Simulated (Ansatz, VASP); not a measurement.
AlGa3N4: VASP beside Ansatz

INCAR

```
ALGO = Normal
EDIFF = 1E-6
ENCUT = 520
GGA = PS
ISIF = 2
ISMEAR = 0
LASPH = T
LCHARG = F
LREAL = F
LWAVE = F
NBANDS = 41
NELM = 60
PREC = Accurate
SIGMA = 0.05
```

Contents of KPOINTS:

```
k-points
0
Gamma
  6 6 6
```

Contents of POSCAR:

```
AlGa3N4
1.0
    4.3559372424      0.0000000000      0.0000000000
    0.0000000000      4.3559372424      0.0000000000
    0.0000000000      0.0000000000      4.5793186394
Al Ga N
1 3 4
Direct
    0.0000000000      0.0000000000      0.0000000000
    0.5000000000      0.5000000000      0.0000000000
    0.5000000000      0.0000000000      0.5000000000
    0.0000000000      0.5000000000      0.5000000000
    0.7550309200      0.7550309200      0.2449690800
    0.7550309200      0.2449690800      0.7550309200
    0.2449690800      0.7550309200      0.7550309200
    0.2449690800      0.2449690800      0.2449690800
```

Input for Ansatz:

```yaml
crystal:
  lattice:
    - [4.3559372424, 0.0, 0.0]
    - [0.0, 4.3559372424, 0.0]
    - [0.0, 0.0, 4.5793186394]
  atoms:
    - { symbol: Al, position: [0.0, 0.0, 0.0] }
    - { symbol: Ga, position: [0.5, 0.5, 0.0] }
    - { symbol: Ga, position: [0.5, 0.0, 0.5] }
    - { symbol: Ga, position: [0.0, 0.5, 0.5] }
    - { symbol: "N", position: [0.75503092, 0.75503092, 0.24496908] }
    - { symbol: "N", position: [0.75503092, 0.24496908, 0.75503092] }
    - { symbol: "N", position: [0.24496908, 0.75503092, 0.75503092] }
    - { symbol: "N", position: [0.24496908, 0.24496908, 0.24496908] }
basis:
  ecutwfc: 420
kpoints:
  mp_grid: { grid: [6, 6, 6] }
hamiltonian:
  xc: pbesol
scf:
  occupations: { method: gaussian, width: 0.05 }
output:
  forces: true
  stress: true
  eigenvalues: true
```

Change from the starting cell: strain -0.025 along x and y, +0.025 along z, atoms carried along.

Alike in both runs: task single point; functional PBEsol; k mesh 6 × 6 × 6; occupations gaussian, width 0.05 eV; no spin polarisation.

|  | VASP | Ansatz |
| --- | --- | --- |
| version | VASP 6.6.1 | Ansatz 0.2.0 |
| potentials or method | VASP PAW PBE potentials, release 64 (Al, Ga_d, N), cutoff 520 eV | scalar-relativistic, plane waves, PAW |
| valence electrons in the cell | 62 | 62 |

VASP gave:

- gap on the k mesh at the Fermi level (eV): 2.40
- least direct gap on the mesh (eV): 2.40
- pressure (GPa): 4.9
- traceless stress, the component that is largest in VASP (GPa): -4.69
- rms of the force components (eV/Å): 0.021

Question: What did Ansatz give for the same quantities?

Answer: gap on the k mesh at the Fermi level (eV): 2.38; least direct gap on the mesh (eV): 2.38; pressure (GPa): 5.0; traceless stress, the component that is largest in VASP (GPa): -4.66; rms of the force components (eV/Å): 0.021.

VASP's potentials were made for PBE, not for PBEsol. Atom by atom the forces differ by 0.005 eV/Å (rms over components). With one functional, cell and mesh, what is left measures potentials, basis and numerics.
